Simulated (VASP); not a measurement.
# MoS2 (R3m) in VASP: settings compared

The runs below take MoS2 through relaxation of cell and atoms, single point, with r2SCAN+rVV10, PBE.

Program: VASP 6.6.1. These are calculated values, not measurements. Logs are shortened: lines on timing, memory, paths and dates and some standing lists are left out, and cuts for length are marked.

## (1) The cell of the first run

It takes space group R3m (No. 160, trigonal). Conventional cell: a = 3.222 Å, b = 3.222 Å, c = 18.812 Å, α = 90.00°, β = 90.00°, γ = 120.00°. Mo (site symmetry 3m) has 6 S at 2.43 to 2.44 Å and 6 Mo at 3.22 Å within 3.3 Å. S (site symmetry 3m) has 3 Mo at 2.44 Å and 7 S at 3.14 to 3.22 Å within 3.3 Å. S (site symmetry 3m) has 3 Mo at 2.43 Å and 7 S at 3.14 to 3.22 Å within 3.3 Å.

## (2) Relaxation of cell and atoms, r2SCAN+rVV10 (18.79 Å³/atom)

The input, POSCAR:

```
MoS2
1.0
    1.6109882594      0.9301045052      6.2706188579
   -1.6109882594      0.9301045052      6.2706188579
    0.0000000000     -1.8602090104      6.2706188579
Mo S
1 2
Direct
    0.0000000000      0.0000000000      0.0000000000
    0.4170000000      0.4170000000      0.4170000000
    0.2500000000      0.2500000000      0.2500000000
```

The input, INCAR.step1:

```
  METAGGA = R2SCAN
  LUSE_VDW = T
  IVDW_NL = 2
  BPARAM = 11.95
  CPARAM = 0.0093
  ISMEAR = 0
  SIGMA = 0.03
  LWAVE = F
  LCHARG = F
  NSW = 80
  PREC = Accurate
  LASPH = T
  LREAL = F
  ALGO = Normal
  EDIFF = 1E-6
  NELM = 120
  GGA_COMPAT = F
  IBRION = 2
  ISIF = 3
  EDIFFG = -0.005
  NELMIN = 4
  ENCUT = 390
  EFERMI = MIDGAP
  LMIXTAU = T
  KPAR = 8
  POTIM = 0.5
```

The input, INCAR.step3:

```
  METAGGA = R2SCAN
  LUSE_VDW = T
  IVDW_NL = 2
  BPARAM = 11.95
  CPARAM = 0.0093
  ISMEAR = 0
  SIGMA = 0.03
  LWAVE = F
  LCHARG = F
  PREC = Accurate
  LASPH = T
  LREAL = F
  ALGO = Normal
  EDIFF = 1E-6
  NELM = 120
  GGA_COMPAT = F
  ISIF = 2
  ENCUT = 390
  EFERMI = MIDGAP
  LMIXTAU = T
  KPAR = 8
```

The input, KPOINTS:

```
Automatic mesh
0
Gamma
  6 6 6
  0 0 0
```

Potentials or basis: VASP PAW PBE potentials, release 64 (Mo_sv, S).

Run with:

```console
cat potpaw_PBE.64/Mo_sv/POTCAR potpaw_PBE.64/S/POTCAR > POTCAR
cp INCAR.step1 INCAR
cp POSCAR.step1 POSCAR
mpirun -np 8 vasp_std > vasp.out
cp CONTCAR POSCAR
mpirun -np 8 vasp_std > vasp.out
cp CONTCAR POSCAR
cp INCAR.step3 INCAR
mpirun -np 8 vasp_std > vasp.out
```

OUTCAR:

```text
METAGGA = R2SCAN
   IVDW_NL = 2
   BPARAM = 11.95
   ISMEAR = 0
   PREC = Accurate
   LASPH = T
   LREAL = F
   EDIFF = 1E-6
   NELM = 120
   ISIF = 2
   ENCUT = 390
   EFERMI = MIDGAP

 Found     32 irreducible k-points:

 Following reciprocal coordinates:
            Coordinates               Weight
  0.000000  0.000000  0.000000      1.000000
  0.166667 -0.000000  0.000000      6.000000
  0.333333  0.000000  0.000000      6.000000
  0.500000  0.000000 -0.000000      3.000000
  0.166667  0.166667  0.000000      6.000000
  0.333333  0.166667 -0.000000     12.000000
   k-points           NKPTS =     32   k-points in BZ     NKDIM =     32   number of bands    NBANDS=     17
   number of dos      NEDOS =    301   number of ions     NIONS =      3
   total plane-waves  NPLWV =  74088
   dimension x,y,z NGX =    42 NGY =   42 NGZ =   42
   dimension x,y,z NGXF=    84 NGYF=   84 NGZF=   84
   ions per type =               1   2
   NGX,Y,Z   is equivalent  to a cutoff of  10.87, 10.87, 10.87 a.u.
   NGXF,Y,Z  is equivalent  to a cutoff of  21.74, 21.74, 21.74 a.u.
 SYSTEM =  unknown system
   PREC   = accura    normal or accurate (medium, high low for compatibility)
   ISTART =      0    job   : 0-new  1-cont  2-samecut
   ICHARG =      2    charge: 1-file 2-atom 10-const
   ISPIN  =      1    spin polarized calculation?
   LNONCOLLINEAR =      F non collinear calculations
   LSORBIT =      F    spin-orbit coupling
   LASPH  =      T    aspherical Exc in radial PAW
   ENCUT  =  390.0 eV  28.66 Ry    5.35 a.u.  10.34 10.34 10.34*2*pi/ulx,y,z
   NELM   =    120;   NELMIN=  2; NELMDL=  0     # of ELM steps
   EDIFF  = 0.1E-05   stopping-criterion for ELM
   LREAL  =      F    real-space projection
   EDIFFG = 0.1E-04   stopping-criterion for IOM
   NSW    =      0    number of steps for IOM
   IBRION =     -1    ionic relax: 0-MD 1-quasi-New 2-CG
   NFREE  =      0    steps in history (QN), initial steepest desc. (CG)
   ISIF   =      2    stress and relaxation
   ISYM   =      2    0-nonsym 1-usesym 2-fastsym
   POTIM  = 0.5000    time-step for ionic-motion
   TEBEG  =    0.0;   TEEND  =   0.0 temperature during run

   SCALEE = 1.0000    scale energy and forces
   PSTRESS=    0.0 pullay stress
   NELECT =      26.0000    total number of electrons
   NUPDOWN=      -1.0000    fix difference up-down
   EMIN   =  10.00;   EMAX   =-10.00  energy-range for DOS
   EFERMI =   0.00;   METHOD = MIDGAP
   ISMEAR =     0;   SIGMA  =   0.03  broadening in eV -4-tet -1-fermi 0-gaus
   EFERMI_NEDOS =   21; number of points for ismear=-14 and -15
   IALGO  =     38    algorithm
   IMIX   =      4    mixing-type and parameters
     AMIX     =   0.40;   BMIX     =  1.00
     AMIX_MAG =   1.60;   BMIX_MAG =  1.00
  volume/ion in A,a.u.               =      17.91       120.86
  Fermi-wavevector in a.u.,A,eV,Ry     =   1.285290  2.428846 22.476421  1.651970
  Thomas-Fermi vector in A             =   2.417433
   LORBIT       =      0    0 simple, 1 ext, 2 COOP (PROOUT), +10 PAW based schemes
   METAGGA = R2SCAN    functional components
   LHFCALC =     F    Hartree Fock is set to
   AEXX    =    0.0000 exact exchange contribution
   IVDW_NL    =     2    kernel type
   BPARAM     =11.9500
   IVDW    =     0    specifies the selected vdW correction
   LEPSILON=     F    determine dielectric tensor
   LRPA    =     F    only Hartree local field effects (RPA)

   CSHIFT  =0.1000    complex shift for real part using Kramers Kronig

   OMEGAMAX=  -1.0    maximum frequency
 non-spin polarized calculation
 Gauss-broadening in eV      SIGMA  =   0.03
  energy-cutoff  :      390.00
  volume of cell :       53.73
 maximum number of plane-waves:       955
 NGX is ok and might be reduce to    42
   NGX = 21   NGY = 21   NGZ = 21

 number of electron      25.9999996 magnetization

 Free energy of the ion-electron system (eV)
  ---------------------------------------------------
  ext. energy  EPLUGINS =         0.00000000
  ---------------------------------------------------
  free energy    TOTEN  =       -44.54827468 eV

  energy without entropy =      -44.54827468  energy(sigma->0) =      -44.54827468

 E-fermi :   7.9145     XC(G=0): -11.5332

 val. band max:        7.4033415030   @ k =   0.5000   0.5000   0.5000
 cond. band min:       8.4256170210   @ k =  -0.1667   0.1667   0.0000
 fundamental gap:      1.0222755180
 Fermi energy:         7.9144792620

 k-point     1 :       0.0000    0.0000    0.0000
  band No.  band energies     occupation
      1     -56.1327      2.00000
      2     -29.5604      2.00000
      3     -29.3333      2.00000
      4     -29.3333      2.00000
      5      -8.3247      2.00000
      6      -6.5685      2.00000
      7       0.1774      2.00000
      8       3.8572      2.00000
      9       3.8572      2.00000
     10       4.9893      2.00000
     11       4.9893      2.00000
     12       6.0643      2.00000
     13       6.2051      2.00000
     14       9.5433      0.00000
     15       9.5433      0.00000
     16       9.9224      0.00000
     17       9.9224      0.00000

 k-point     2 :       0.1667   -0.0000    0.0000
  band No.  band energies     occupation
      1     -56.1219      2.00000
      2     -29.5389      2.00000
      3     -29.4382      2.00000
      4     -29.3570      2.00000
      5      -7.8983      2.00000
      6      -6.4400      2.00000
      7       0.6454      2.00000
      8       3.0753      2.00000
      9       3.8594      2.00000
     10       4.2867      2.00000
     11       4.4074      2.00000
     12       5.9956      2.00000
     13       6.2257      2.00000
     14       8.9680      0.00000
     15       9.5313      0.00000
     16       9.6653      0.00000
     17      10.1442      0.00000

 k-point     3 :       0.3333    0.0000    0.0000
  band No.  band energies     occupation
      1     -56.1004      2.00000
      2     -29.6443      2.00000
      3     -29.4961      2.00000
      4     -29.4045      2.00000
      5      -6.8982      2.00000
      6      -6.1453      2.00000
      7       0.9264      2.00000
      8       2.1902      2.00000
      9       2.5239      2.00000
     10       3.5591      2.00000
     11       5.1936      2.00000
     12       5.2251      2.00000
     13       5.5868      2.00000
     14       8.9247      0.00000
     15       9.0944      0.00000
     16      10.6913      0.00000
     17      10.8250      0.00000

 k-point     4 :       0.5000    0.0000   -0.0000
  band No.  band energies     occupation
      1     -56.0895      2.00000
      2     -29.7446      2.00000
      3     -29.4743      2.00000
      4     -29.4277      2.00000
      5      -6.2668      2.00000
      6      -5.9807      2.00000
      7       0.4720      2.00000
      8       1.6485      2.00000
      9       2.1985      2.00000
     10       3.2212      2.00000
     11       4.9056      2.00000
     12       5.6364      2.00000
     13       5.8823      2.00000
     14       9.0856      0.00000
     15       9.4979      0.00000
     16      10.9997      0.00000
     17      11.1034      0.00000

 k-point     5 :       0.1667    0.1667    0.0000
  band No.  band energies     occupation
      1     -56.1219      2.00000
      2     -29.5389      2.00000
      3     -29.4383      2.00000
      4     -29.3569      2.00000
      5      -7.8802      2.00000
      6      -6.4708      2.00000
      7       0.7114      2.00000
      8       3.0916      2.00000
      9       3.8086      2.00000
     10       4.2685      2.00000
     11       4.4351      2.00000
     12       5.7512      2.00000
     13       6.3948      2.00000
     14       9.0299      0.00000
     15       9.4292      0.00000
     16       9.6722      0.00000
     17      10.2193      0.00000

 k-point     6 :       0.3333    0.1667   -0.0000
  band No.  band energies     occupation
      1     -56.1058      2.00000
      2     -29.5741      2.00000
      3     -29.5068      2.00000
      4     -29.4126      2.00000
      5      -7.1458      2.00000
      6      -6.2625      2.00000
      7       1.1978      2.00000
      8       2.4760      2.00000
      9       2.8452      2.00000
     10       3.4368      2.00000
     11       4.5405      2.00000
     12       5.5874      2.00000
     13       5.8305      2.00000
     14       8.5991      0.00000
     15       9.2403      0.00000
     16       9.8358      0.00000
     17      11.1628      0.00000

 [... further k-points ...]

------------------------ aborting loop because EDIFF is reached ----------------------------------------

  FORCE on cell =-STRESS in cart. coord.  units (eV):
  Direction    XX          YY          ZZ          XY          YZ          ZX
  --------------------------------------------------------------------------------------
  -------------------------------------------------------------------------------------
  Total       -0.0081666     -0.0081666     -0.0167730      0.0000000      0.0000000     -0.0000000
  in kB       -0.2435319     -0.2435319     -0.5001804      0.0000000      0.0000000     -0.0000000
  external PRESSURE =      -0.3290814 kB  Pullay stress =       0.0000000 kB

 VOLUME and BASIS-vectors are now :
 -----------------------------------------------------------------------------
  energy-cutoff  :      390.00
  volume of cell :       53.73
      direct lattice vectors                 reciprocal lattice vectors
     1.587315253  0.916436889  6.155700452     0.314997288  0.181863769  0.054150350
    -1.587315253  0.916436889  6.155700452    -0.314997288  0.181863769  0.054150350
     0.000000000 -1.832873777  6.155700452     0.000000000 -0.363727538  0.054150350

 POSITION                                       TOTAL-FORCE (eV/Angst)
 -----------------------------------------------------------------------------------
      0.00000      0.00000      0.00174         0.000000     -0.000000     -0.000878
      0.00000      0.00000      7.71306         0.000000      0.000000     -0.000975
      0.00000      0.00000      4.60275         0.000000     -0.000000      0.001854
 -----------------------------------------------------------------------------------
    total drift:                               -0.000000     -0.000000     -0.000107

  FREE ENERGIE OF THE ION-ELECTRON SYSTEM (eV)
  ---------------------------------------------------
  free  energy   TOTEN  =       -44.5482746817 eV

  energy  without entropy=      -44.5482746817  energy(sigma->0) =      -44.54827468
```

Run time: 82 min. Hardware: 8 MPI ranks of Intel Xeon Platinum 8375C at 2.90GHz (Ice Lake), shared host; peak memory 0.59 GiB.

Results:

```yaml
Free_energy: -44.5483 eV
Relaxed_volume: 17.91 Å³/atom
Relaxed_cell: a = 6.423 Å, b = 6.423 Å, c = 6.423 Å, α = 28.62°, β = 28.62°, γ = 28.62°
Space_group_after_relaxing_to_0.1_Å: R3m (No. 160)
Energy_gained_by_relaxing: 0.1 meV/atom
Ionic_steps: 14
Pressure_after_relaxing: 0.0 GPa
Band_gap_on_the_k_mesh: 1.02 eV (least direct gap 1.80 eV)
```

Step by step:
```
step  energy change (eV)  largest force (eV/Å)  pressure (GPa)  volume (Å³)
   1              0.0000                0.0344           -0.11        53.96
   2              0.0000                0.0646            0.18        53.86
   3              0.0000                0.0223            0.04        53.91
   4             -0.0001                0.0214           -0.05        53.91
   5             -0.0001                0.0323           -0.10        53.91
   6             -0.0001                0.0287           -0.10        53.90
   7             -0.0001                0.0189           -0.09        53.86
   8             -0.0002                0.0060           -0.08        53.79
   9             -0.0002                0.0084           -0.06        53.77
  10             -0.0002                0.0084           -0.02        53.74
  11             -0.0002                0.0085            0.05        53.70
  12             -0.0002                0.0082            0.05        53.71
  13             -0.0002                0.0085            0.04        53.72
  14             -0.0002                0.0020           -0.02        53.73
```

Final structure:
```xyz
3
Lattice="1.5873 0.9164 6.1557 -1.5873 0.9164 6.1557 0.0000 -1.8329 6.1557" Properties=species:S:1:pos:R:3 pbc="T T T"
Mo    0.0000    0.0000    0.0017
S     0.0000    0.0000    7.7131
S     0.0000    0.0000    4.6027
```

Caveat: the PAW data sets were made with another functional, which shifts forces and pressure a little.

(Part 1 of 2 ends here.)
